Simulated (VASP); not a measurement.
Wanted: the native input for a VASP 6.6.1 run.

```yaml
Task: single point
Functional: r2SCAN
Dispersion: rVV10
Potentials_or_basis: VASP PAW PBE potentials, release 64 (Se, In_d)
Cutoff: 520 eV
k_mesh: 12 × 12 × 1
Occupations: gaussian, width 0.03 eV
Spin: no spin polarisation
Dipole_correction: yes
Further_INCAR_settings: ALGO = Normal; EDIFF = 1e-07; NBANDS = 27
```

The system is InSe (r.A), a sheet with vacuum.

```
Se In
1.0
     4.05000    0.00000    0.00000
    -2.02500    3.50740    0.00000
     0.00000    0.00000   19.36000
Se In
2 2
Direct
  0.66667 0.33333 0.36157
  0.66667 0.33333 0.63843
  0.33333 0.66667 0.42769
  0.33333 0.66667 0.57231
```

These files were run (other wordings do the same):

POSCAR

```
InSe
1.0
    4.0500000000      0.0000000000      0.0000000000
   -2.0250000000      3.5074028853      0.0000000000
    0.0000000000      0.0000000000     19.3600000000
Se In
2 2
Direct
    0.6666670000      0.3333330000      0.3615702479
    0.6666670000      0.3333330000      0.6384297521
    0.3333330000      0.6666670000      0.4276859504
    0.3333330000      0.6666670000      0.5723140496
```

INCAR.step1

```
ALGO = Normal ; DIPOL = 0.5 0.5 0.500
EDIFF = 1E-4 ; ENCUT = 520
GGA = PE ; IDIPOL = 3
ISMEAR = 0 ; LASPH = True
LCHARG = False ; LDIPOL = True
LREAL = False ; LWAVE = True
NBANDS = 27 ; NELM = 100
PREC = Accurate ; SIGMA = 0.03
```

INCAR.step2

```
ALGO = Normal ; BPARAM = 11.95
CPARAM = 0.0093 ; DIPOL = 0.5 0.5 0.500
EDIFF = 1E-7 ; ENCUT = 520
IDIPOL = 3 ; ISIF = 2
ISMEAR = 0 ; ISTART = 1
IVDW_NL = 2 ; LASPH = True
LCHARG = False ; LDIPOL = True
LMIXTAU = True ; LREAL = False
LUSE_VDW = True ; LWAVE = False
METAGGA = R2SCAN ; NBANDS = 27
NELM = 100 ; PREC = Accurate
SIGMA = 0.03
```

KPOINTS

```
k-points
0
Gamma
  12 12 1
```

Potentials or basis: VASP PAW PBE potentials, release 64 (Se, In_d).

The run is started by

```sh
$ cat potpaw_PBE.64/Se/POTCAR potpaw_PBE.64/In_d/POTCAR > POTCAR
$ cp INCAR.step1 INCAR
$ mpirun -np 1 vasp_std > vasp.out
$ cp INCAR.step2 INCAR
$ mpirun -np 1 vasp_std > vasp.out
```

It gave:

```json
{"Largest force": "0.162 eV/Å", "Band gap on the k mesh": "1.92 eV, indirect (least direct gap 1.98 eV)"}
```

Caveat: the PAW data sets were made with another functional, which shifts forces and pressure a little; spin-orbit coupling is left out, which moves the levels of the heavy elements.

Wall time 29 min on 1 thread of Intel(R) Xeon(R) Platinum 8259CL CPU @ 2.50GHz (Skylake/Cascade Lake) (shared host), peak memory 0.9 GiB.
